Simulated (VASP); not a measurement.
# Rh in VASP: a series of runs

Rh is run at these levels: PBEsol; tasks: single point.

Program: VASP 6.6.1. These are calculated values, not measurements. Logs are shortened: lines on timing, memory, paths and dates and some standing lists are left out, and cuts for length are marked.

### Step 1. The cell of the first run

The structure is cubic, space group Fm-3m (No. 225). Conventional cell: a = 3.898 Å, b = 3.898 Å, c = 3.898 Å, α = 90.00°, β = 90.00°, γ = 90.00°. Within 3.6 Å of Rh (site symmetry m-3m) lie 12 Rh at 2.76 Å.

### Step 2. Single point, PBEsol (strain +0.025 along x and y, +0.025 along z)

File INCAR:

```
SYSTEM = Rh
PREC = Accurate ; ENCUT = 520
EDIFF = 1E-6 ; ISMEAR = 0
SIGMA = 0.15 ; LREAL = .False.
LASPH = .True. ; NELM = 80
ALGO = Normal ; ISIF = 2
LWAVE = .False. ; LCHARG = .True.
GGA = PS ; LELF = .True.
LVHAR = .True. ; NBANDS = 14
```

File KPOINTS:

```
regular mesh
0
Gamma
  22 22 22
  0 0 0
```

File POSCAR:

```
Rh
1.0
    0.0000000000      1.9490887500      1.9490887500
    1.9490887500      0.0000000000      1.9490887500
    1.9490887500      1.9490887500      0.0000000000
Rh
1
Direct
    0.0000000000      0.0000000000      0.0000000000
```

Potentials or basis: VASP PAW PBE potentials, release 64 (Rh_pv).

Started as:

```sh
$ cat potpaw_PBE.64/Rh_pv/POTCAR > POTCAR
$ mpirun -np 1 vasp_std > vasp.out
```

OUTCAR:

```text
SYSTEM = Rh
   PREC = Accurate
   ENCUT = 520
   EDIFF = 1E-6
   ISMEAR = 0
   LREAL = .False.
   LASPH = .True.
   NELM = 80
   ISIF = 2
   GGA = PS

 ion  position               nearest neighbor table
   1  0.000  0.000  0.000-

  LATTYP: Found a face centered cubic cell.
 ALAT       =     3.8981775000

  Lattice vectors:

 A1 = (   0.0000000000,   1.9490887500,   1.9490887500)
 A2 = (   1.9490887500,   0.0000000000,   1.9490887500)
 A3 = (   1.9490887500,   1.9490887500,   0.0000000000)

Analysis of symmetry for initial positions (statically):
=====================================================================
 Subroutine PRICEL returns:
 Original cell was already a primitive cell.

 Routine SETGRP: Setting up the symmetry group for a
 face centered cubic supercell.

 Subroutine GETGRP returns: Found 48 space group operations
 (whereof 48 operations were pure point group operations)
 out of a pool of 48 trial point group operations.

The static configuration has the point symmetry O_h .

Analysis of symmetry for dynamics (positions and initial velocities):
=====================================================================
 Subroutine PRICEL returns:
 Original cell was already a primitive cell.

 Routine SETGRP: Setting up the symmetry group for a
 face centered cubic supercell.

 Subroutine GETGRP returns: Found 48 space group operations
 (whereof 48 operations were pure point group operations)
 out of a pool of 48 trial point group operations.

The dynamic configuration has the point symmetry O_h .

 Subroutine INISYM returns: Found 48 space group operations
 (whereof 48 operations are pure point group operations),
 and found     1 'primitive' translations

----------------------------------------------------------------------------------------

                                     Primitive cell

  volume of cell :      14.8090

  direct lattice vectors                    reciprocal lattice vectors
     0.000000000  1.949088750  1.949088750    -0.256530135  0.256530135  0.256530135
     1.949088750  0.000000000  1.949088750     0.256530135 -0.256530135  0.256530135
     1.949088750  1.949088750  0.000000000     0.256530135  0.256530135 -0.256530135

  length of vectors
     2.756427745  2.756427745  2.756427745     0.444323227  0.444323227  0.444323227

  position of ions in fractional coordinates (direct lattice)
     0.000000000  0.000000000  0.000000000

  ion indices of the primitive-cell ions
   primitive index   ion index
                 1           1

----------------------------------------------------------------------------------------

 KPOINTS: regular mesh

Automatic generation of k-mesh.
 Grid dimensions read from file:
 generate k-points for:   22   22   22

 Generating k-lattice:

  Cartesian coordinates                     Fractional coordinates (reciprocal lattice)
    -0.011660461  0.011660461  0.011660461     0.045454545  0.000000000  0.000000000
     0.011660461 -0.011660461  0.011660461     0.000000000  0.045454545  0.000000000
     0.011660461  0.011660461 -0.011660461     0.000000000  0.000000000  0.045454545

  Length of vectors
     0.020196510  0.020196510  0.020196510

  Shift w.r.t. Gamma in fractional coordinates (k-lattice)
     0.000000000  0.000000000  0.000000000

 Subroutine IBZKPT returns following result:
 ===========================================

 Found    328 irreducible k-points:

 Following reciprocal coordinates:
            Coordinates               Weight
  0.000000  0.000000  0.000000      1.000000
  0.045455  0.000000  0.000000      8.000000
  0.090909  0.000000  0.000000      8.000000
  0.136364  0.000000  0.000000      8.000000
  0.181818  0.000000  0.000000      8.000000
  0.227273  0.000000  0.000000      8.000000
[... 16 lines left out ...]
  0.500000  0.045455  0.000000     24.000000
 -0.454545  0.045455  0.000000     24.000000
 [... further k-points ...]
   k-points           NKPTS =    328   k-points in BZ     NKDIM =    328   number of bands    NBANDS=     14
   number of dos      NEDOS =    301   number of ions     NIONS =      1
   total plane-waves  NPLWV =  13824
   dimension x,y,z NGX =    24 NGY =   24 NGZ =   24
   dimension x,y,z NGXF=    48 NGYF=   48 NGZF=   48
   ions per type =               1
   NGX,Y,Z   is equivalent  to a cutoff of  14.47, 14.47, 14.47 a.u.
   NGXF,Y,Z  is equivalent  to a cutoff of  28.95, 28.95, 28.95 a.u.
 SYSTEM =  Rh
   PREC   = accura    normal or accurate (medium, high low for compatibility)
   ISTART =      0    job   : 0-new  1-cont  2-samecut
   ICHARG =      2    charge: 1-file 2-atom 10-const
   ISPIN  =      1    spin polarized calculation?
   LNONCOLLINEAR =      F non collinear calculations
   LSORBIT =      F    spin-orbit coupling
   LASPH  =      T    aspherical Exc in radial PAW
   ENCUT  =  520.0 eV  38.22 Ry    6.18 a.u.   5.13  5.13  5.13*2*pi/ulx,y,z
   NELM   =     80;   NELMIN=  2; NELMDL= -5     # of ELM steps
   EDIFF  = 0.1E-05   stopping-criterion for ELM
   LREAL  =      F    real-space projection
   EDIFFG = 0.1E-04   stopping-criterion for IOM
   NSW    =      0    number of steps for IOM
   IBRION =     -1    ionic relax: 0-MD 1-quasi-New 2-CG
   NFREE  =      0    steps in history (QN), initial steepest desc. (CG)
   ISIF   =      2    stress and relaxation
   ISYM   =      2    0-nonsym 1-usesym 2-fastsym
   POTIM  = 0.5000    time-step for ionic-motion
   TEBEG  =    0.0;   TEEND  =   0.0 temperature during run
   PSTRESS=    0.0 pullay stress
   NELECT =      15.0000    total number of electrons
   NUPDOWN=      -1.0000    fix difference up-down
   EMIN   =  10.00;   EMAX   =-10.00  energy-range for DOS
   EFERMI =   0.00;   METHOD = LEGACY
   ISMEAR =     0;   SIGMA  =   0.15  broadening in eV -4-tet -1-fermi 0-gaus
   EFERMI_NEDOS =   21; number of points for ismear=-14 and -15
   IALGO  =     38    algorithm
   IMIX   =      4    mixing-type and parameters
     AMIX     =   0.40;   BMIX     =  1.00
     AMIX_MAG =   1.60;   BMIX_MAG =  1.00
  volume/ion in A,a.u.               =      14.81        99.94
  Fermi-wavevector in a.u.,A,eV,Ry     =   1.644108  3.106913 36.777781  2.703091
  Thomas-Fermi vector in A             =   2.734129
   LORBIT       =      0    0 simple, 1 ext, 2 COOP (PROOUT), +10 PAW based schemes
   GGA     = PS    functional components
   LHFCALC =     F    Hartree Fock is set to
   AEXX    =    0.0000 exact exchange contribution
   IVDW    =     0    specifies the selected vdW correction
   LEPSILON=     F    determine dielectric tensor
   LRPA    =     F    only Hartree local field effects (RPA)
 non-spin polarized calculation
 Gauss-broadening in eV      SIGMA  =   0.15
  energy-cutoff  :      520.00
  volume of cell :       14.81
 maximum number of plane-waves:       411
 NGX is ok and might be reduce to    24
   NGX = 11   NGY = 11   NGZ = 11

 number of electron      15.0000000 magnetization

 Free energy of the ion-electron system (eV)
  ---------------------------------------------------
  ext. energy  EPLUGINS =         0.00000000
  ---------------------------------------------------
  free energy    TOTEN  =        -8.04994825 eV

  energy without entropy =       -8.03300629  energy(sigma->0) =       -8.04147727

 E-fermi :  10.4346     XC(G=0): -13.7449

 val. band max:       10.4315453895   @ k =   0.4091   0.1364   0.0455
 cond. band min:      10.4350032182   @ k =   0.3636   0.0000   0.0000
 fundamental gap:      0.0034578287
 Fermi energy:        10.4345918075

 k-point     1 :       0.0000    0.0000    0.0000
  band No.  band energies     occupation
      1     -35.7703      2.00000
      2     -35.7703      2.00000
      3     -35.7703      2.00000
      4       2.9300      2.00000
      5       7.6807      2.00000
      6       7.6807      2.00000
      7       7.6807      2.00000
      8       9.5587      2.00000
      9       9.5587      2.00000
     10      26.4021      0.00000
     11      31.0187      0.00000
     12      31.4346      0.00000
     13      31.4346      0.00000
     14      31.4346      0.00000

 k-point     2 :       0.0455    0.0000    0.0000
  band No.  band energies     occupation
      1     -35.7821      2.00000
      2     -35.7719      2.00000
      3     -35.7719      2.00000
      4       3.0081      2.00000
      5       7.6474      2.00000
      6       7.7106      2.00000
      7       7.7106      2.00000
      8       9.5424      2.00000
      9       9.5424      2.00000
     10      26.5077      0.00000
     11      30.9361      0.00000
     12      31.0327      0.00000
     13      31.5415      0.00000
     14      31.5415      0.00000

 k-point     3 :       0.0909    0.0000    0.0000
  band No.  band energies     occupation
      1     -35.8165      2.00000
      2     -35.7766      2.00000
      3     -35.7766      2.00000
      4       3.2365      2.00000
      5       7.5581      2.00000
      6       7.7927      2.00000
      7       7.7927      2.00000
      8       9.5027      2.00000
      9       9.5027      2.00000
     10      26.7972      0.00000
     11      29.8560      0.00000
     12      31.0224      0.00000
     13      31.8539      0.00000
     14      31.8539      0.00000

 k-point     4 :       0.1364    0.0000    0.0000
  band No.  band energies     occupation
      1     -35.8706      2.00000
      2     -35.7841      2.00000
      3     -35.7841      2.00000
      4       3.5951      2.00000
      5       7.4447      2.00000
      6       7.9027      2.00000
      7       7.9027      2.00000
      8       9.4678      2.00000
      9       9.4678      2.00000
     10      27.1654      0.00000
     11      28.5877      0.00000
     12      31.0222      0.00000
     13      32.3464      0.00000
     14      32.3464      0.00000

 k-point     5 :       0.1818    0.0000    0.0000
  band No.  band energies     occupation
      1     -35.9396      2.00000
      2     -35.7937      2.00000
      3     -35.7937      2.00000
      4       4.0401      2.00000
      5       7.3656      2.00000
      6       7.9965      2.00000
      7       7.9965      2.00000
      8       9.4859      2.00000
      9       9.4859      2.00000
     10      26.9584      0.00000
     11      27.7822      0.00000
[... 276 lines left out ...]
 k-point    22 :       0.4545    0.0455    0.0000
  band No.  band energies     occupation
      1     -36.3145      2.00000
      2     -35.8524      2.00000
      3     -35.8520      2.00000
      4       4.9546      2.00000
      5       7.6041      2.00000
      6       7.7174      2.00000
      7       9.9585      1.99999
      8      10.9031      0.00001
      9      11.4876      0.00000
     10      18.9985      0.00000
     11      26.1097      0.00000
     12      30.8668      0.00000
     13      31.0154      0.00000
     14      31.2016      0.00000

 k-point    23 :       0.5000    0.0455    0.0000
  band No.  band energies     occupation
      1     -36.3326      2.00000
      2     -35.8572      2.00000
      3     -35.8527      2.00000
      4       4.9296      2.00000
      5       7.5756      2.00000
      6       7.6780      2.00000
      7      10.2417      1.93096
      8      10.9457      0.00000
      9      11.8811      0.00000
     10      18.3333      0.00000
     11      25.9715      0.00000
     12      30.7392      0.00000
     13      30.8034      0.00000
     14      31.0249      0.00000

 k-point    24 :      -0.4545    0.0455    0.0000
  band No.  band energies     occupation
      1     -36.3289      2.00000
      2     -35.8588      2.00000
      3     -35.8500      2.00000
      4       4.9355      2.00000
      5       7.5894      2.00000
      6       7.6776      2.00000
      7      10.2252      1.95168
      8      10.8612      0.00006
      9      11.8272      0.00000
     10      18.4769      0.00000
     11      25.9978      0.00000
     12      30.6002      0.00000
     13      31.0236      0.00000
     14      31.0622      0.00000

 [... further k-points ...]
[... 5 lines left out ...]
  --------------------------------------------------------------------------------------
  -------------------------------------------------------------------------------------
  Total       -1.9852374     -1.9852374     -1.9852374      0.0000000     -0.0000000     -0.0000000
  in kB     -214.7821564   -214.7821564   -214.7821564      0.0000000     -0.0000000     -0.0000000
  external PRESSURE =    -214.7821564 kB  Pullay stress =       0.0000000 kB

 VOLUME and BASIS-vectors are now :
 -----------------------------------------------------------------------------
  energy-cutoff  :      520.00
  volume of cell :       14.81
      direct lattice vectors                 reciprocal lattice vectors
     0.000000000  1.949088750  1.949088750    -0.256530135  0.256530135  0.256530135
     1.949088750  0.000000000  1.949088750     0.256530135 -0.256530135  0.256530135
     1.949088750  1.949088750  0.000000000     0.256530135  0.256530135 -0.256530135

 POSITION                                       TOTAL-FORCE (eV/Angst)
 -----------------------------------------------------------------------------------
      0.00000      0.00000      0.00000        -0.000000      0.000000      0.000000
 -----------------------------------------------------------------------------------
    total drift:                               -0.000000      0.000000     -0.000000

  FREE ENERGIE OF THE ION-ELECTRON SYSTEM (eV)
  ---------------------------------------------------
  free  energy   TOTEN  =        -8.0499482548 eV

  energy  without entropy=       -8.0330062939  energy(sigma->0) =       -8.04147727
```

Wall time 47 s (1 thread of Intel Xeon 6975P-C, shared host); peak memory 0.19 GiB.

What came out:

```yaml
Free_energy: -8.0499 eV
Pressure: -21.5 GPa
```

Caveat: the cell differs from its parent crystal (strain +0.025 along x and y, +0.025 along z); the PAW data sets were made with another functional, which shifts forces and pressure a little.

(Continued in part 2 of 2.)
